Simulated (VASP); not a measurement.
The system is SiC3.

```xyz
4
Lattice="3.5757 0.0000 0.0000 0.0000 3.5757 0.0000 0.0000 0.0000 3.4044" Properties=species:S:1:pos:R:3 pbc="T T T"
Si    0.0000    0.0000    0.0000
C     1.7878    1.7878    0.6767
C     0.0000    0.0000    1.7022
C     1.7878    1.7878    2.7277
```

```yaml
Program: VASP 6.6.1
Task: relaxation of cell and atoms
Functional: PBE
Potentials_or_basis: VASP PAW PBE potentials, release 64 (Si, C)
Cutoff: 600 eV
k_mesh: 14 × 14 × 14
Occupations: gaussian, width 0.1 eV
Spin: no spin polarisation
```

At the start: pressure -2.4 GPa; volume 10.88 Å³/atom.

How do energy, volume and symmetry change on relaxing?

Over 38 steps the energy falls by 211.5 meV/atom and the volume is 16.68 Å³/atom (+53.2 %); space group P4/mmm (No. 123, to 0.1 Å) before and after.

The path:
```
step  energy change (eV)  largest force (eV/Å)  pressure (GPa)  volume (Å³)
   1              0.0000                0.1103           -2.40        43.53
   2              0.0332                2.2613            9.14        42.49
   3             -0.0143                0.6939            1.34        43.14
   4             -0.0328                0.1346            3.31        43.00
   5             -0.0330                0.1935            3.07        43.01
   6             -0.0333                0.7229           -1.11        43.77
   7             -0.0374                0.2868            0.91        43.39
   8             -0.0450                0.1614            0.51        43.99
   9             -0.0544                0.2707           -0.31        45.68
  10             -0.0606                0.0986           -0.16        46.21
  11             -0.0655                0.1755           -0.35        46.97
  12             -0.0854                0.7051           -1.76        48.47
  13             -0.1886                1.4413           -2.76        51.46
  14             -0.6713                1.8618           -0.07        57.40
  15              1.2396                2.0399           30.99        68.70
  16             -0.7208                1.5231            2.92        58.58
  17             -0.7203                1.5503            3.84        59.01
  18             -0.7215                1.5451            4.00        59.18
  19             -0.7231                1.5318            4.54        59.69
  20             -0.7258                1.5101            4.49        59.75
  21             -0.7337                1.4465            4.37        59.92
  22             -0.7487                1.3146            4.13        60.27
  23             -0.7752                1.0333            3.71        60.96
  24             -0.8139                0.3927            3.01        62.37
  25             -0.8280                1.2511            2.22        65.25
  26             -0.8333                0.6161            2.41        64.23
  27             -0.8406                0.2091            0.75        64.77
  28             -0.8412                0.0573            0.12        64.98
  29             -0.8418                0.0261            0.13        65.06
  30             -0.8432                0.0679            0.16        65.30
  31             -0.8441                0.2481            0.23        65.77
  32             -0.8447                0.1526            0.40        65.91
  33             -0.8450                0.0011            0.69        66.15
  34             -0.8456                0.0173            0.40        66.41
  35             -0.8458                0.0466           -0.11        66.88
  36             -0.8459                0.0373            0.05        66.73
  37             -0.8459                0.0369            0.06        66.71
  38             -0.8459                0.0071           -0.01        66.70
```

Final structure:
```yaml
crystal:
  lattice:
    - [4.67227, 0.00000, 0.00000]
    - [0.00000, 4.67227, 0.00000]
    - [0.00000, 0.00000, 3.05549]
  atoms:
    - { symbol: Si, position: [0.00000, 0.00000, 0.00000] }
    - { symbol: C, position: [0.50000, 0.50000, 0.21474] }
    - { symbol: C, position: [0.00000, 0.00000, 0.50000] }
    - { symbol: C, position: [0.50000, 0.50000, 0.78526] }
```

Caveat: the volume moved by over 15 % at a fixed basis, so the end points are rough.
